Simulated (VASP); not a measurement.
A run of VASP 6.6.1 is set up as follows.

File INCAR:

```
PREC = Accurate
ENCUT = 520
EDIFF = 1E-6
ISMEAR = 0
SIGMA = 0.1
LREAL = F
LASPH = T
NELM = 60
ALGO = Normal
ISIF = 2
LWAVE = F
LCHARG = F
GGA = PE
IVDW = 12
NBANDS = 34
```

Contents of KPOINTS:

```
Automatic mesh
0
Gamma
  6 6 12
```

File POSCAR:

```
S3O
1.0
    6.2819582318      0.0000000000      0.0000000000
   -3.1409791159      5.4403354143      0.0000000000
    0.0000000000      0.0000000000      3.2233693084
S O
6 2
Direct
    0.1688010380      0.3376020760      0.2500000000
    0.6623979240      0.8311989620      0.2500000000
    0.1688010380      0.8311989620      0.2500000000
    0.8311989620      0.6623979240      0.7500000000
    0.3376020760      0.1688010380      0.7500000000
    0.8311989620      0.1688010380      0.7500000000
    0.3333333333      0.6666666667      0.7500000000
    0.6666666667      0.3333333333      0.2500000000
```

Potentials or basis: VASP PAW PBE potentials, release 64 (S, O).

The run is started by

```bash
$ cat potpaw_PBE.64/S/POTCAR potpaw_PBE.64/O/POTCAR > POTCAR
$ mpirun -np 1 vasp_std > vasp.out
```

Q: Estimate the pressure.

A: -0.3 GPa.

Q: What does it give for the band gap on the k mesh?

A: Zero (bands 24 and 25 overlap by 1.43 eV).

Q: What does it give for the dispersion energy per atom?

A: -0.311 eV.

Forces in eV/Å, atoms in the order of the input:
```
S    0.000 -0.033  0.000
S    0.028  0.016  0.000
S   -0.028  0.016  0.000
S    0.000  0.033  0.000
S   -0.028 -0.016  0.000
S    0.028 -0.016  0.000
O    0.000  0.000  0.000
O    0.000  0.000  0.000
```
